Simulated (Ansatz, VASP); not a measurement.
## One calculation of MgCd2Se3, two programs

```
Mg Cd Se
1.0
     4.34222    0.00000    0.00000
    -2.17111    3.76047    0.00000
     0.00000    0.00000   10.59421
Mg Cd Se
1 2 3
Cartesian
  0.0000 2.5070 7.0825
  0.0000 0.0000 -0.0399
  2.1711 1.2535 3.5609
  0.0000 0.0000 7.8676
  0.0000 2.5070 4.4832
  2.1711 1.2535 0.8826
```

Alike in both runs: functional PBE; k mesh 6 × 6 × 2; occupations gaussian, width 0.1 eV; no spin polarisation.

Ansatz relaxed the structure, and its values are those at the end. VASP's run is a single point on that final structure, the one shown.

```csv
,VASP,Ansatz
version,VASP 6.6.1,Ansatz 0.2.0
potentials or method,"VASP PAW PBE potentials, release 64 (Mg, Cd, Se), cutoff 520 eV","scalar-relativistic, plane waves, PAW"
valence electrons in the cell,44,98
```

|  | VASP | Ansatz | Ansatz less VASP |
| --- | --- | --- | --- |
| gap on the k mesh at the Fermi level (eV) | 0.96 | 0.96 | +0.002 |
| least direct gap on the mesh (eV) | 0.96 | 0.96 | +0.002 |
| pressure (GPa) | 0.1 | -0.1 | -0.16 |
| rms of the force components (eV/Å) | 0.019 | 0.011 | -0.0077 |

VASP's potentials hold 44 valence electrons a cell and Ansatz's 98, so a difference there can come from the potentials and not from the codes.
